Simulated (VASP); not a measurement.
# Ta (Im-3m) in VASP: a series of runs

Ta is run at these levels: PBEsol; tasks: single point, relaxation of cell and atoms.

Everything below comes from runs of VASP 6.6.1. Logs are shortened: lines on timing, memory, paths and dates and some standing lists are left out, and cuts for length are marked.

### 1 The cell of the first run

The structure is cubic, space group Im-3m (No. 229). Conventional cell: a = 3.276 Å, b = 3.276 Å, c = 3.276 Å, α = 90.00°, β = 90.00°, γ = 90.00°. Within 3.7 Å of Ta (site symmetry m-3m) lie 14 Ta at 2.84 to 3.28 Å.

### 2 Single point, PBEsol

Contents of INCAR:

```
  PREC = Accurate
  ENCUT = 520
  EDIFF = 1E-6
  ISMEAR = 0
  SIGMA = 0.05
  LREAL = False
  LASPH = True
  NELM = 80
  ALGO = Normal
  ISIF = 2
  LWAVE = False
  LCHARG = True
  GGA = PS
  LELF = True
  LVHAR = True
  NBANDS = 12
```

Contents of KPOINTS:

```
regular mesh
0
Gamma
  9 9 9
```

Contents of POSCAR:

```
Ta
1.0
    2.8371988594     -0.0000000157     -0.0000000272
   -0.9457329383      2.6749367427     -0.0000000272
   -0.9457329383     -1.3374683321      2.3165631954
Ta
1
Direct
    0.0000000000      0.0000000000      0.0000000000
```

Potentials or basis: VASP PAW PBE potentials, release 64 (Ta_pv).

On the command line:

```bash
$ cat potpaw_PBE.64/Ta_pv/POTCAR > POTCAR
$ mpirun -np 1 vasp_std > vasp.out
```

OUTCAR:

```text
PREC = Accurate
   ENCUT = 520
   EDIFF = 1E-6
   ISMEAR = 0
   LREAL = False
   LASPH = True
   NELM = 80
   ISIF = 2
   GGA = PS

 ion  position               nearest neighbor table
   1  0.000  0.000  0.000-

  LATTYP: Found a body centered cubic cell.
 ALAT       =     3.2761150505

  Lattice vectors:

 A1 = (   2.8371988594,  -0.0000000157,  -0.0000000272)
 A2 = (  -0.9457329383,   2.6749367427,  -0.0000000272)
 A3 = (  -0.9457329383,  -1.3374683321,   2.3165631954)

Analysis of symmetry for initial positions (statically):
=====================================================================
 Subroutine PRICEL returns:
 Original cell was already a primitive cell.

 Routine SETGRP: Setting up the symmetry group for a
 body centered cubic supercell.

 Subroutine GETGRP returns: Found 48 space group operations
 (whereof 48 operations were pure point group operations)
 out of a pool of 48 trial point group operations.

The static configuration has the point symmetry O_h .

Analysis of symmetry for dynamics (positions and initial velocities):
=====================================================================
 Subroutine PRICEL returns:
 Original cell was already a primitive cell.

 Routine SETGRP: Setting up the symmetry group for a
 body centered cubic supercell.

 Subroutine GETGRP returns: Found 48 space group operations
 (whereof 48 operations were pure point group operations)
 out of a pool of 48 trial point group operations.

The dynamic configuration has the point symmetry O_h .

 Subroutine INISYM returns: Found 48 space group operations
 (whereof 48 operations are pure point group operations),
 and found     1 'primitive' translations

----------------------------------------------------------------------------------------

                                     Primitive cell

  volume of cell :      17.5812

  direct lattice vectors                    reciprocal lattice vectors
     2.837198859 -0.000000016 -0.000000027     0.352460316  0.124613540  0.215836976
    -0.945732938  2.674936743 -0.000000027     0.000000004  0.373840620  0.215836976
    -0.945732938 -1.337468332  2.316563195     0.000000004  0.000000006  0.431673962

  length of vectors
     2.837198859  2.837198859  2.837198859     0.431673962  0.431673962  0.431673962

  position of ions in fractional coordinates (direct lattice)
     0.000000000  0.000000000  0.000000000

  ion indices of the primitive-cell ions
   primitive index   ion index
                 1           1

----------------------------------------------------------------------------------------

 KPOINTS: regular mesh

Automatic generation of k-mesh.
 Grid dimensions read from file:
 generate k-points for:    9    9    9

 Generating k-lattice:

  Cartesian coordinates                     Fractional coordinates (reciprocal lattice)
     0.039162257  0.013845949  0.023981886     0.111111111  0.000000000 -0.000000000
     0.000000000  0.041537847  0.023981886    -0.000000000  0.111111111 -0.000000000
     0.000000000  0.000000001  0.047963774     0.000000000  0.000000000  0.111111111

  Length of vectors
     0.047963774  0.047963774  0.047963774

  Shift w.r.t. Gamma in fractional coordinates (k-lattice)
     0.000000000  0.000000000  0.000000000

 Subroutine IBZKPT returns following result:
 ===========================================

 Found     35 irreducible k-points:

 Following reciprocal coordinates:
            Coordinates               Weight
  0.000000  0.000000  0.000000      1.000000
  0.111111 -0.000000  0.000000     12.000000
  0.222222  0.000000  0.000000     12.000000
  0.333333  0.000000  0.000000     12.000000
  0.444444  0.000000  0.000000     12.000000
  0.111111  0.111111  0.000000     24.000000
[... 16 lines left out ...]
 -0.333333  0.444444  0.111111     48.000000
 -0.444444 -0.444444  0.111111     24.000000
 [... further k-points ...]
   k-points           NKPTS =     35   k-points in BZ     NKDIM =     35   number of bands    NBANDS=     12
   number of dos      NEDOS =    301   number of ions     NIONS =      1
   total plane-waves  NPLWV =  13824
   dimension x,y,z NGX =    24 NGY =   24 NGZ =   24
   dimension x,y,z NGXF=    48 NGYF=   48 NGZF=   48
   ions per type =               1
   NGX,Y,Z   is equivalent  to a cutoff of  14.06, 14.06, 14.06 a.u.
   NGXF,Y,Z  is equivalent  to a cutoff of  28.13, 28.13, 28.13 a.u.
 SYSTEM =  unknown system
   PREC   = accura    normal or accurate (medium, high low for compatibility)
   ISTART =      0    job   : 0-new  1-cont  2-samecut
   ICHARG =      2    charge: 1-file 2-atom 10-const
   ISPIN  =      1    spin polarized calculation?
   LNONCOLLINEAR =      F non collinear calculations
   LSORBIT =      F    spin-orbit coupling
   LASPH  =      T    aspherical Exc in radial PAW
   ENCUT  =  520.0 eV  38.22 Ry    6.18 a.u.   5.28  5.28  5.28*2*pi/ulx,y,z
   NELM   =     80;   NELMIN=  2; NELMDL= -5     # of ELM steps
   EDIFF  = 0.1E-05   stopping-criterion for ELM
   LREAL  =      F    real-space projection
   EDIFFG = 0.1E-04   stopping-criterion for IOM
   NSW    =      0    number of steps for IOM
   IBRION =     -1    ionic relax: 0-MD 1-quasi-New 2-CG
   NFREE  =      0    steps in history (QN), initial steepest desc. (CG)
   ISIF   =      2    stress and relaxation
   ISYM   =      2    0-nonsym 1-usesym 2-fastsym
   POTIM  = 0.5000    time-step for ionic-motion
   TEBEG  =    0.0;   TEEND  =   0.0 temperature during run
   PSTRESS=    0.0 pullay stress
   NELECT =      11.0000    total number of electrons
   NUPDOWN=      -1.0000    fix difference up-down
   EMIN   =  10.00;   EMAX   =-10.00  energy-range for DOS
   EFERMI =   0.00;   METHOD = LEGACY
   ISMEAR =     0;   SIGMA  =   0.05  broadening in eV -4-tet -1-fermi 0-gaus
   EFERMI_NEDOS =   21; number of points for ismear=-14 and -15
   IALGO  =     38    algorithm
   IMIX   =      4    mixing-type and parameters
     AMIX     =   0.40;   BMIX     =  1.00
     AMIX_MAG =   1.60;   BMIX_MAG =  1.00
  volume/ion in A,a.u.               =      17.58       118.64
  Fermi-wavevector in a.u.,A,eV,Ry     =   1.400199  2.645993 26.675019  1.960559
  Thomas-Fermi vector in A             =   2.523184
   LORBIT       =      0    0 simple, 1 ext, 2 COOP (PROOUT), +10 PAW based schemes
   GGA     = PS    functional components
   LHFCALC =     F    Hartree Fock is set to
   AEXX    =    0.0000 exact exchange contribution
   IVDW    =     0    specifies the selected vdW correction
   LEPSILON=     F    determine dielectric tensor
   LRPA    =     F    only Hartree local field effects (RPA)
 non-spin polarized calculation
 Gauss-broadening in eV      SIGMA  =   0.05
  energy-cutoff  :      520.00
  volume of cell :       17.58
 maximum number of plane-waves:       482
 NGX is ok and might be reduce to    24
   NGX = 11   NGY = 11   NGZ = 11

 number of electron      11.0000002 magnetization

 Free energy of the ion-electron system (eV)
  ---------------------------------------------------
  ext. energy  EPLUGINS =         0.00000000
  ---------------------------------------------------
  free energy    TOTEN  =       -12.53199188 eV

  energy without entropy =      -12.52852283  energy(sigma->0) =      -12.53025736

 E-fermi :   5.5952     XC(G=0): -12.8487

 val. band max:        5.5940373190   @ k =  -0.2222   0.2222   0.1111
 cond. band min:       5.6062960879   @ k =  -0.2222   0.2222   0.1111
 fundamental gap:      0.0122587689
 Fermi energy:         5.5951842458

 k-point     1 :       0.0000    0.0000    0.0000
  band No.  band energies     occupation
      1     -27.3848      2.00000
      2     -27.3848      2.00000
      3     -27.3848      2.00000
      4      -2.5063      2.00000
      5       6.2504      0.00000
      6       6.2504      0.00000
      7       6.2504      0.00000
      8       9.6044      0.00000
      9       9.6044      0.00000
     10      20.3029      0.00000
     11      20.6683      0.00000
     12      20.6683      0.00000

 k-point     2 :       0.1111   -0.0000    0.0000
  band No.  band energies     occupation
      1     -27.5476      2.00000
      2     -27.4347      2.00000
      3     -27.3858      2.00000
      4      -1.9490      2.00000
      5       5.8979      0.00000
      6       6.1132      0.00000
      7       6.8066      0.00000
      8       9.1233      0.00000
      9       9.6118      0.00000
     10      20.3022      0.00000
     11      21.1330      0.00000
     12      21.6426      0.00000

 k-point     3 :       0.2222    0.0000    0.0000
  band No.  band energies     occupation
      1     -27.9427      2.00000
      2     -27.5588      2.00000
      3     -27.3884      2.00000
      4      -0.5463      2.00000
      5       5.1224      2.00000
      6       5.5416      1.87018
      7       8.4045      0.00000
      8       8.9236      0.00000
      9       9.7324      0.00000
     10      20.2982      0.00000
     11      21.2612      0.00000
     12      23.1614      0.00000
[... 286 lines left out ...]
 k-point    23 :      -0.3333    0.4444    0.1111
  band No.  band energies     occupation
      1     -28.4399      2.00000
      2     -27.9282      2.00000
      3     -27.5916      2.00000
      4       2.2148      2.00000
      5       4.1985      2.00000
      6       5.3437      2.00000
      7       8.1910      0.00000
      8      10.6155      0.00000
      9      12.8332      0.00000
     10      18.3079      0.00000
     11      20.3187      0.00000
     12      21.8919      0.00000

 k-point    24 :      -0.4444   -0.4444    0.1111
  band No.  band energies     occupation
      1     -28.5338      2.00000
      2     -27.9939      2.00000
      3     -27.5907      2.00000
      4       2.2520      2.00000
      5       4.7240      2.00000
      6       4.8903      2.00000
      7       8.1907      0.00000
      8      11.6237      0.00000
      9      14.6686      0.00000
     10      16.5680      0.00000
     11      20.3133      0.00000
     12      20.4519      0.00000

 [... further k-points ...]

------------------------ aborting loop because EDIFF is reached ----------------------------------------

  FORCE on cell =-STRESS in cart. coord.  units (eV):
  Direction    XX          YY          ZZ          XY          YZ          ZX
  --------------------------------------------------------------------------------------
  -------------------------------------------------------------------------------------
  Total        0.0235484      0.0235484      0.0235484      0.0000000     -0.0000000      0.0000000
  in kB        2.1459712      2.1459712      2.1459712      0.0000000     -0.0000000      0.0000000
  external PRESSURE =       2.1459712 kB  Pullay stress =       0.0000000 kB

 VOLUME and BASIS-vectors are now :
 -----------------------------------------------------------------------------
  energy-cutoff  :      520.00
  volume of cell :       17.58
      direct lattice vectors                 reciprocal lattice vectors
     2.837198859 -0.000000016 -0.000000027     0.352460316  0.124613540  0.215836976
    -0.945732938  2.674936743 -0.000000027     0.000000004  0.373840620  0.215836976
    -0.945732938 -1.337468332  2.316563195     0.000000004  0.000000006  0.431673962

 POSITION                                       TOTAL-FORCE (eV/Angst)
 -----------------------------------------------------------------------------------
      0.00000      0.00000      0.00000         0.000000     -0.000000      0.000000
 -----------------------------------------------------------------------------------
    total drift:                                0.000000      0.000000      0.000000

  FREE ENERGIE OF THE ION-ELECTRON SYSTEM (eV)
  ---------------------------------------------------
  free  energy   TOTEN  =       -12.5319918778 eV

  energy  without entropy=      -12.5285228327  energy(sigma->0) =      -12.53025736
```

Wall time 4.7 s (1 thread of AMD EPYC 9R45 (Zen 5), shared host); peak memory 0.11 GiB.

What came out:

```yaml
Free_energy: -12.5320 eV
Pressure: 0.2 GPa
Band_gap_on_the_k_mesh: zero (an odd number of electrons rules out a gap without spin polarisation)
```

Levels at points of the mesh, in eV from the Fermi level:
```tsv
k point	band 2	band 3	band 4	band 5	band 6	band 7	band 8	band 9
(0.00, 0.00, 0.00)	-32.98	-32.98	-8.10	0.66	0.66	0.66	4.01	4.01
```

Caveat: the PAW data sets were made with another functional, which shifts forces and pressure a little; spin-orbit coupling is left out, which moves the levels of the heavy elements.

### 3 Relaxation of cell and atoms, PBEsol

This run uses another cell than the first one, of 18.01 Å³/atom.

Contents of INCAR:

```
SYSTEM = Ta
PREC = Accurate
ENCUT = 600
EDIFF = 1E-7
ISMEAR = 0
SIGMA = 0.05
LREAL = .FALSE.
LASPH = .TRUE.
NELM = 60
ALGO = Normal
ISIF = 3
LWAVE = .FALSE.
LCHARG = .FALSE.
GGA = PS
IBRION = 2
NSW = 80
EDIFFG = -0.02
```

Contents of KPOINTS:

```
Automatic mesh
0
G
  9 9 9
  0 0 0
```

Contents of POSCAR:

```
Ta
1.0
    2.8601010000      0.0000000000      0.0000000000
   -0.9533669701      2.6965290932      0.0000000000
   -0.9533669701     -1.3482644833      2.3352627333
Ta
1
Direct
    0.0000000000      0.0000000000      0.0000000000
```

Potentials or basis: VASP PAW PBE potentials, release 64 (Ta_pv).

On the command line:

```bash
$ cat potpaw_PBE.64/Ta_pv/POTCAR > POTCAR
$ mpirun -np 1 vasp_std > vasp.out
```

OUTCAR:

```text
SYSTEM = Ta
   PREC = Accurate
   ENCUT = 600
   EDIFF = 1E-7
   ISMEAR = 0
   LREAL = .FALSE.
   LASPH = .TRUE.
   NELM = 60
   ISIF = 3
   GGA = PS
   IBRION = 2
   NSW = 80
   EDIFFG = -0.02

 ion  position               nearest neighbor table
   1  0.000  0.000  0.000-

  LATTYP: Found a body centered cubic cell.
 ALAT       =     3.3025601645

  Lattice vectors:

 A1 = (   2.8601010000,   0.0000000000,   0.0000000000)
 A2 = (  -0.9533669701,   2.6965290932,   0.0000000000)
 A3 = (  -0.9533669701,  -1.3482644833,   2.3352627333)

Analysis of symmetry for initial positions (statically):
=====================================================================
 Subroutine PRICEL returns:
 Original cell was already a primitive cell.
[... 246 lines left out ...]

  energy without entropy =      -12.52873298  energy(sigma->0) =      -12.53051499

 E-fermi :   5.5809     XC(G=0): -12.8397

 val. band max:        5.5327106611   @ k =   0.3333  -0.0000   0.0000
 cond. band min:       5.5811933997   @ k =  -0.2222   0.2222   0.1111
 fundamental gap:      0.0484827386
 Fermi energy:         5.5808692003

 k-point     1 :       0.0000    0.0000    0.0000
  band No.  band energies     occupation
      1     -27.4065      2.00000
      2     -27.4065      2.00000
      3     -27.4065      2.00000
      4      -2.5138      2.00000
      5       6.2357      0.00000
      6       6.2357      0.00000
      7       6.2357      0.00000
      8       9.5835      0.00000
      9       9.5835      0.00000
[... 265 lines left out ...]
 k-point    24 :      -0.4444   -0.4444    0.1111
  band No.  band energies     occupation
      1     -28.5490      2.00000
      2     -28.0123      2.00000
      3     -27.6112      2.00000
      4       2.2436      2.00000
      5       4.7125      2.00000
      6       4.8759      2.00000
      7       8.1722      0.00000
      8      11.5960      0.00000
      9      14.6339      0.00000

 [... further k-points ...]
[... 5 lines left out ...]
  --------------------------------------------------------------------------------------
  -------------------------------------------------------------------------------------
  Total       -0.0096160     -0.0096160     -0.0096160     -0.0000000     -0.0000000     -0.0000000
  in kB       -0.8747807     -0.8747807     -0.8747807     -0.0000000     -0.0000000     -0.0000000
  external PRESSURE =      -0.8747807 kB  Pullay stress =       0.0000000 kB
[... 16 lines left out ...]
  FREE ENERGIE OF THE ION-ELECTRON SYSTEM (eV)
  ---------------------------------------------------
  free  energy   TOTEN  =       -12.5322970113 eV

  energy  without entropy=      -12.5287329777  energy(sigma->0) =      -12.53051499

 reached required accuracy - stopping structural energy minimisation
```

CONTCAR:

```text
Ta
   1.00000000000000
     2.8388493838989359   -0.0000000002356449   -0.0000000004081489
    -0.9462830985106484    2.6764928772347933   -0.0000000004070552
    -0.9462830985106484   -1.3382463761402594    2.3179108608033685
  Ta
     1
Direct
     0.0000000000000000    1.0000000000000000    1.0000000000000000

  0.00000000E+00  0.00000000E+00  0.00000000E+00
```

Run time: 8.4 s. Hardware: 1 thread of AMD EPYC 9R45 (Zen 5), shared host; peak memory 0.12 GiB.

What came out:

```yaml
Free_energy: -12.5323 eV
Relaxed_volume: 17.61 Å³/atom
Relaxed_cell: a = 2.839 Å, b = 2.839 Å, c = 2.839 Å, α = 109.47°, β = 109.47°, γ = 109.47°
Space_group_after_relaxing_to_0.1_Å: Im-3m (No. 229)
Energy_gained_by_relaxing: 5.1 meV/atom
Ionic_steps: 3
Pressure_after_relaxing: -0.1 GPa
Band_gap_on_the_k_mesh: zero (an odd number of electrons rules out a gap without spin polarisation)
```

The path:
| step | energy change (eV) | largest force (eV/Å) | pressure (GPa) | volume (Å³) |
| --- | --- | --- | --- | --- |
| 1 | 0.0000 | 0.0000 | -3.91 | 18.01 |
| 2 | 0.0141 | 0.0000 | 9.05 | 16.89 |
| 3 | -0.0051 | 0.0000 | -0.09 | 17.61 |

Final structure:
```
CELL_PARAMETERS angstrom
2.83885 0.00000 0.00000
-0.94628 2.67649 0.00000
-0.94628 -1.33825 2.31791
ATOMIC_POSITIONS crystal
Ta 0.00000 0.00000 0.00000
```

Caveat: the PAW data sets were made with another functional, which shifts forces and pressure a little; spin-orbit coupling is left out, which moves the levels of the heavy elements.

The gap in the log of VASP goes by the Fermi energy; the results here count the filled bands.